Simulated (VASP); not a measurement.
# MoS2 (R3m) in VASP: notebook

MoS2 is run at these levels: PBE+D3(BJ); tasks: single point.

All numbers are computed with VASP 6.6.1; they aren't measurements. Logs are shortened: lines on timing, memory, paths and dates and some standing lists are left out, and cuts for length are marked.

## 1. The cell of the first run

The structure is trigonal, space group R3m (No. 160). Conventional cell: a = 3.160 Å, b = 3.160 Å, c = 18.450 Å, α = 90.00°, β = 90.00°, γ = 120.00°. Within 3.2 Å of Mo (site symmetry 3m) lie 6 S at 2.39 Å and 6 Mo at 3.16 Å. S (site symmetry 3m) has 3 Mo at 2.39 Å and 7 S at 3.08 to 3.16 Å within 3.2 Å. S (site symmetry 3m) has 3 Mo at 2.39 Å and 7 S at 3.08 to 3.16 Å within 3.2 Å.

## 2. Single point, PBE+D3(BJ)

INCAR reads:

```
PREC = Accurate
ENCUT = 520
EDIFF = 1E-6
ISMEAR = 0
SIGMA = 0.02
LREAL = False
LASPH = True
NELM = 60
ALGO = Normal
ISIF = 2
LWAVE = False
LCHARG = False
GGA = PE
IVDW = 12
NBANDS = 20
```

KPOINTS reads:

```
Automatic mesh
0
Gamma
  12 12 12
```

POSCAR reads:

```
MoS2
1.0
    1.5800000000      0.9122134253      6.1500000000
   -1.5800000000      0.9122134253      6.1500000000
    0.0000000000     -1.8244268506      6.1500000000
Mo S
1 2
Direct
    0.0000000000      0.0000000000      0.0000000000
    0.2500000000      0.2500000000      0.2500000000
    0.4170000000      0.4170000000      0.4170000000
```

Potentials or basis: VASP PAW PBE potentials, release 64 (Mo_sv, S).

The run is started by

```console
> cat potpaw_PBE.64/Mo_sv/POTCAR potpaw_PBE.64/S/POTCAR > POTCAR
> mpirun -np 1 vasp_std > vasp.out
```

OUTCAR:

```text
PREC = Accurate
   ENCUT = 520
   EDIFF = 1E-6
   ISMEAR = 0
   LREAL = False
   LASPH = True
   NELM = 60
   ISIF = 2
   GGA = PE
   IVDW = 12
 IVDW          = 12

 ion  position               nearest neighbor table
   1  0.000  0.000  0.000-   2 2.39   2 2.39   2 2.39   3 2.39   3 2.39   3 2.39
   2  0.250  0.250  0.250-   1 2.39   1 2.39   1 2.39
   3  0.417  0.417  0.417-   1 2.39   1 2.39   1 2.39

  LATTYP: Found a trigonal (rhomboedric) cell.
 ALAT       =     6.4149071181
 COS(alpha) =     0.8786713335

  Lattice vectors:

 A1 = (   1.5800000000,   0.9122134253,   6.1500000000)
 A2 = (  -1.5800000000,   0.9122134253,   6.1500000000)
 A3 = (   0.0000000000,  -1.8244268506,   6.1500000000)

Analysis of symmetry for initial positions (statically):
=====================================================================
 Subroutine PRICEL returns:
 Original cell was already a primitive cell.

 Routine SETGRP: Setting up the symmetry group for a
 trigonal (rhombohedral) supercell.

 Subroutine GETGRP returns: Found  6 space group operations
 (whereof  6 operations were pure point group operations)
 out of a pool of 12 trial point group operations.

The static configuration has the point symmetry C_3v.

Analysis of symmetry for dynamics (positions and initial velocities):
=====================================================================
 Subroutine PRICEL returns:
 Original cell was already a primitive cell.

 Routine SETGRP: Setting up the symmetry group for a
 trigonal (rhombohedral) supercell.

 Subroutine GETGRP returns: Found  6 space group operations
 (whereof  6 operations were pure point group operations)
 out of a pool of 12 trial point group operations.

The dynamic configuration has the point symmetry C_3v.

 Subroutine INISYM returns: Found  6 space group operations
 (whereof  6 operations are pure point group operations),
 and found     1 'primitive' translations

----------------------------------------------------------------------------------------

                                     Primitive cell

  volume of cell :      53.1839

  direct lattice vectors                    reciprocal lattice vectors
     1.580000000  0.912213425  6.150000000     0.316455696  0.182705781  0.054200542
    -1.580000000  0.912213425  6.150000000    -0.316455696  0.182705781  0.054200542
     0.000000000 -1.824426851  6.150000000     0.000000000 -0.365411563  0.054200542

  length of vectors
     6.414907118  6.414907118  6.414907118     0.369409406  0.369409406  0.369409406

  position of ions in fractional coordinates (direct lattice)
     0.000000000  0.000000000  0.000000000
     0.250000000  0.250000000  0.250000000
     0.417000000  0.417000000  0.417000000

  ion indices of the primitive-cell ions
   primitive index   ion index
                 1           1
                 2           2
                 3           3

----------------------------------------------------------------------------------------

 KPOINTS: Automatic mesh

Automatic generation of k-mesh.
 Grid dimensions read from file:
 generate k-points for:   12   12   12

 Generating k-lattice:

  Cartesian coordinates                     Fractional coordinates (reciprocal lattice)
     0.026371308  0.015225482  0.004516712     0.083333333 -0.000000000  0.000000000
    -0.026371308  0.015225482  0.004516712    -0.000000000  0.083333333  0.000000000
     0.000000000 -0.030450964  0.004516712     0.000000000  0.000000000  0.083333333

  Length of vectors
     0.030784117  0.030784117  0.030784117

  Shift w.r.t. Gamma in fractional coordinates (k-lattice)
     0.000000000  0.000000000  0.000000000

 Subroutine IBZKPT returns following result:
 ===========================================

 Found    189 irreducible k-points:

 Following reciprocal coordinates:
            Coordinates               Weight
  0.000000  0.000000  0.000000      1.000000
  0.083333  0.000000  0.000000      6.000000
  0.166667  0.000000  0.000000      6.000000
  0.250000  0.000000  0.000000      6.000000
  0.333333  0.000000  0.000000      6.000000
  0.416667  0.000000 -0.000000      6.000000
[... 16 lines left out ...]
  0.500000  0.166667  0.000000     12.000000
 -0.416667  0.166667  0.000000     12.000000
 [... further k-points ...]
   k-points           NKPTS =    189   k-points in BZ     NKDIM =    189   number of bands    NBANDS=     20
   number of dos      NEDOS =    301   number of ions     NIONS =      3
   total plane-waves  NPLWV = 110592
   dimension x,y,z NGX =    48 NGY =   48 NGZ =   48
   dimension x,y,z NGXF=    96 NGYF=   96 NGZF=   96
   ions per type =               1   2
   NGX,Y,Z   is equivalent  to a cutoff of  12.44, 12.44, 12.44 a.u.
   NGXF,Y,Z  is equivalent  to a cutoff of  24.88, 24.88, 24.88 a.u.
 SYSTEM =  unknown system
   PREC   = accura    normal or accurate (medium, high low for compatibility)
   ISTART =      0    job   : 0-new  1-cont  2-samecut
   ICHARG =      2    charge: 1-file 2-atom 10-const
   ISPIN  =      1    spin polarized calculation?
   LNONCOLLINEAR =      F non collinear calculations
   LSORBIT =      F    spin-orbit coupling
   LASPH  =      T    aspherical Exc in radial PAW
   ENCUT  =  520.0 eV  38.22 Ry    6.18 a.u.  11.93 11.93 11.93*2*pi/ulx,y,z
   NELM   =     60;   NELMIN=  2; NELMDL= -5     # of ELM steps
   EDIFF  = 0.1E-05   stopping-criterion for ELM
   LREAL  =      F    real-space projection
   EDIFFG = 0.1E-04   stopping-criterion for IOM
   NSW    =      0    number of steps for IOM
   IBRION =     -1    ionic relax: 0-MD 1-quasi-New 2-CG
   NFREE  =      0    steps in history (QN), initial steepest desc. (CG)
   ISIF   =      2    stress and relaxation
   ISYM   =      2    0-nonsym 1-usesym 2-fastsym
   POTIM  = 0.5000    time-step for ionic-motion
   TEBEG  =    0.0;   TEEND  =   0.0 temperature during run
   PSTRESS=    0.0 pullay stress
   NELECT =      26.0000    total number of electrons
   NUPDOWN=      -1.0000    fix difference up-down
   EMIN   =  10.00;   EMAX   =-10.00  energy-range for DOS
   EFERMI =   0.00;   METHOD = LEGACY
   ISMEAR =     0;   SIGMA  =   0.02  broadening in eV -4-tet -1-fermi 0-gaus
   EFERMI_NEDOS =   21; number of points for ismear=-14 and -15
   IALGO  =     38    algorithm
   IMIX   =      4    mixing-type and parameters
     AMIX     =   0.40;   BMIX     =  1.00
     AMIX_MAG =   1.60;   BMIX_MAG =  1.00
  volume/ion in A,a.u.               =      17.73       119.63
  Fermi-wavevector in a.u.,A,eV,Ry     =   1.289652  2.437089 22.629252  1.663203
  Thomas-Fermi vector in A             =   2.421532
   LORBIT       =      0    0 simple, 1 ext, 2 COOP (PROOUT), +10 PAW based schemes
   GGA     = PE    functional components
   LHFCALC =     F    Hartree Fock is set to
   AEXX    =    0.0000 exact exchange contribution
   IVDW    =    12    specifies the selected vdW correction
   LEPSILON=     F    determine dielectric tensor
   LRPA    =     F    only Hartree local field effects (RPA)
 non-spin polarized calculation
 Gauss-broadening in eV      SIGMA  =   0.02
  energy-cutoff  :      520.00
  volume of cell :       53.18
 maximum number of plane-waves:      1447
   NGX = 23   NGY = 23   NGZ = 23

 number of electron      25.9999998 magnetization

 Free energy of the ion-electron system (eV)
  ---------------------------------------------------
  ext. energy  EPLUGINS =         0.00000000
  ---------------------------------------------------
  free energy    TOTEN  =       -21.78963680 eV

  energy without entropy =      -21.78963680  energy(sigma->0) =      -21.78963680

 E-fermi :   7.9148     XC(G=0): -10.8262

 val. band max:        7.6560491222   @ k =   0.5000   0.5000   0.5000
 cond. band min:       8.5963007398   @ k =  -0.1667   0.5000   0.1667
 fundamental gap:      0.9402516175
 Fermi energy:         7.9147778012

 k-point     1 :       0.0000    0.0000    0.0000
  band No.  band energies     occupation
      1     -53.9098      2.00000
      2     -28.0757      2.00000
      3     -27.8481      2.00000
      4     -27.8481      2.00000
      5      -7.4610      2.00000
      6      -5.7412      2.00000
[... 12 lines left out ...]
     19      15.7986      0.00000
     20      16.1583      0.00000

 k-point     2 :       0.0833    0.0000    0.0000
  band No.  band energies     occupation
      1     -53.9071      2.00000
      2     -28.0701      2.00000
      3     -27.8761      2.00000
      4     -27.8545      2.00000
      5      -7.3524      2.00000
      6      -5.7086      2.00000
[... 12 lines left out ...]
     19      16.1700      0.00000
     20      16.3021      0.00000

 k-point     3 :       0.1667    0.0000    0.0000
  band No.  band energies     occupation
      1     -53.8994      2.00000
      2     -28.0550      2.00000
      3     -27.9520      2.00000
      4     -27.8717      2.00000
      5      -7.0428      2.00000
      6      -5.6155      2.00000
[... 12 lines left out ...]
     19      16.2663      0.00000
     20      16.8264      0.00000

 k-point     4 :       0.2500    0.0000    0.0000
  band No.  band energies     occupation
      1     -53.8890      2.00000
      2     -28.0542      2.00000
      3     -28.0343      2.00000
      4     -27.8952      2.00000
      5      -6.5823      2.00000
      6      -5.4778      2.00000
[... 12 lines left out ...]
     19      15.9188      0.00000
     20      16.6053      0.00000

 k-point     5 :       0.3333    0.0000    0.0000
  band No.  band energies     occupation
      1     -53.8786      2.00000
      2     -28.1548      2.00000
      3     -28.0135      2.00000
      4     -27.9185      2.00000
      5      -6.0610      2.00000
      6      -5.3259      2.00000
[... 12 lines left out ...]
     19      15.0893      0.00000
     20      15.4951      0.00000
[... 353 lines left out ...]
      6      -5.4394      2.00000
[... 12 lines left out ...]
     19      16.0903      0.00000
     20      16.7056      0.00000

 k-point    22 :       0.4167    0.1667    0.0000
  band No.  band energies     occupation
      1     -53.8747      2.00000
      2     -28.1546      2.00000
      3     -28.0059      2.00000
      4     -27.9651      2.00000
      5      -5.8332      2.00000
      6      -5.2875      2.00000
[... 12 lines left out ...]
     19      15.8004      0.00000
     20      16.3895      0.00000

 k-point    23 :       0.5000    0.1667    0.0000
  band No.  band energies     occupation
      1     -53.8681      2.00000
      2     -28.2034      2.00000
      3     -27.9945      2.00000
      4     -27.9927      2.00000
      5      -5.4485      2.00000
      6      -5.1578      2.00000
[... 12 lines left out ...]
     19      15.8356      0.00000
     20      16.2727      0.00000

 k-point    24 :      -0.4167    0.1667    0.0000
  band No.  band energies     occupation
      1     -53.8657      2.00000
      2     -28.2209      2.00000
      3     -28.0054      2.00000
      4     -27.9878      2.00000
      5      -5.3017      2.00000
      6      -5.1009      2.00000
[... 12 lines left out ...]
     19      15.9717      0.00000
     20      16.3078      0.00000

 [... further k-points ...]

------------------------ aborting loop because EDIFF is reached ----------------------------------------

 Edisp (eV)   -1.28032

 E8    (eV) :    -0.5164

  FORCE on cell =-STRESS in cart. coord.  units (eV):
  Direction    XX          YY          ZZ          XY          YZ          ZX
  --------------------------------------------------------------------------------------
  -------------------------------------------------------------------------------------
  Total       0.15558     0.15558     0.94144     0.00000     0.00000    -0.00000
  in kB       4.68681     4.68681    28.36103     0.00000     0.00000    -0.00000
  external pressure =       12.58 kB  Pullay stress =        0.00 kB

 VOLUME and BASIS-vectors are now :
 -----------------------------------------------------------------------------
  energy-cutoff  :      520.00
  volume of cell :       53.18
      direct lattice vectors                 reciprocal lattice vectors
     1.580000000  0.912213425  6.150000000     0.316455696  0.182705781  0.054200542
    -1.580000000  0.912213425  6.150000000    -0.316455696  0.182705781  0.054200542
     0.000000000 -1.824426851  6.150000000     0.000000000 -0.365411563  0.054200542

 POSITION                                       TOTAL-FORCE (eV/Angst)
 -----------------------------------------------------------------------------------
      0.00000      0.00000      0.00000         0.000000      0.000000      0.085936
      0.00000      0.00000      4.61250         0.000000      0.000000     -0.509236
      0.00000      0.00000      7.69365         0.000000      0.000000      0.423300
 -----------------------------------------------------------------------------------
    total drift:                                0.000000     -0.000000      0.000069

  FREE ENERGIE OF THE ION-ELECTRON SYSTEM (eV)
  ---------------------------------------------------
  free  energy   TOTEN  =       -23.0699561729 eV

  energy  without entropy=      -23.0699561729  energy(sigma->0) =      -23.06995617
```

It took 7.8 min on 1 thread of Intel Xeon 8259CL, shared host; peak memory 0.42 GiB.

What came out:

```
Free energy                : -23.0700 eV
Pressure                   : 1.3 GPa
Largest force              : 0.509 eV/Å
Band gap on the k mesh     : 0.94 eV (least direct gap 1.71 eV)
Dispersion energy per atom : -0.427 eV
```

Forces in eV/Å, atoms in the order of the input:
```
Mo   0.000  0.000  0.086
S    0.000  0.000 -0.509
S    0.000  0.000  0.423
```

Stress tensor (GPa, compression positive):
```
0.47 0.00 0.00
0.00 0.47 0.00
0.00 0.00 2.84
```

A k mesh can miss the band edges.

(Continued in part 2 of 2.)
